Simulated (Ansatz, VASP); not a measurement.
# HfO2: VASP beside Ansatz

The input INCAR:

```
SYSTEM = HfO2
PREC = Accurate
ENCUT = 520
EDIFF = 1E-7
ISMEAR = 0
SIGMA = 0.05
LREAL = .False.
LASPH = .True.
NELM = 100
ALGO = Normal
ISIF = 2
LWAVE = .False.
LCHARG = .False.
GGA = PS
NBANDS = 31
```

File KPOINTS:

```
Automatic mesh
0
Gamma
  6 6 6
  0 0 0
```

POSCAR

```
HfO2
1.0
    0.0000000000     -2.5220673945     -2.5220673945
    0.0000000000      2.5220673945     -2.5220673945
    5.0441347890      0.0000000000      0.0000000000
Hf O
2 4
Direct
    0.0095953027     -0.0095953027      0.0000000000
    0.4904046973      0.5095953027      0.5000000000
   -0.0003817119      0.4996182881      0.6859255822
    0.5003817119      0.0003817119      0.3140744178
   -0.0003817119      0.4996182881      0.1859255822
    0.5003817119      0.0003817119      0.8140744178
```

Input for Ansatz:

```yaml
crystal:
  lattice:
    - [0.0, -2.5220673945, -2.5220673945]
    - [0.0, 2.5220673945, -2.5220673945]
    - [5.044134789, 0.0, 0.0]
  atoms:
    - { symbol: Hf, position: [0.0095953027, -0.0095953027, 0.0] }
    - { symbol: Hf, position: [0.4904046973, 0.5095953027, 0.5] }
    - { symbol: O, position: [-0.0003817119, 0.4996182881, 0.6859255822] }
    - { symbol: O, position: [0.5003817119, 0.0003817119, 0.3140744178] }
    - { symbol: O, position: [-0.0003817119, 0.4996182881, 0.1859255822] }
    - { symbol: O, position: [0.5003817119, 0.0003817119, 0.8140744178] }
basis:
  ecutwfc: 520.0
kpoints:
  mp_grid: { grid: [6, 6, 6] }
hamiltonian:
  xc: pbesol
  pseudopotentials: { kind: paw, azcp: { folder: soft_1 } }
scf:
  occupations: { method: gaussian, width: 0.05 }
output:
  forces: true
  stress: true
  eigenvalues: true
```

Change from the starting cell: mode 1 frozen in at -0.323 Å and mode 5 at -0.048 Å (largest displacements).

Alike in both runs: task single point; functional PBEsol; k mesh 6 × 6 × 6; occupations gaussian, width 0.05 eV; no spin polarisation.

|  | VASP | Ansatz |
| --- | --- | --- |
| version | VASP 6.6.1 | Ansatz 0.2.0 |
| potentials or method | VASP PAW PBE potentials, release 64 (Hf_pv, O), cutoff 520 eV | scalar-relativistic, plane waves, PAW |
| valence electrons in the cell | 44 | 76 |

VASP gave:

| Quantity | Value |
| --- | --- |
| gap on the k mesh at the Fermi level (eV) | 4.37 |
| least direct gap on the mesh (eV) | 4.47 |
| pressure (GPa) | 7.4 |
| traceless stress, the component that is largest in VASP (GPa) | 6.71 |
| rms of the force components (eV/Å) | 0.445 |

Q: Which values does Ansatz return?

A: gap on the k mesh at the Fermi level (eV): 4.40; least direct gap on the mesh (eV): 4.50; pressure (GPa): 10.7; traceless stress, the component that is largest in VASP (GPa): 6.49; rms of the force components (eV/Å): 0.452.

VASP's potentials were made for PBE, not for PBEsol, and Ansatz warns of the same on its side. Atom by atom the forces differ by 0.014 eV/Å (rms over components). With one functional, cell and mesh, what is left measures potentials, basis and numerics. VASP's potentials hold 44 valence electrons a cell and Ansatz's 76, so a difference there can come from the potentials and not from the codes.

Neither program's run includes spin-orbit coupling.
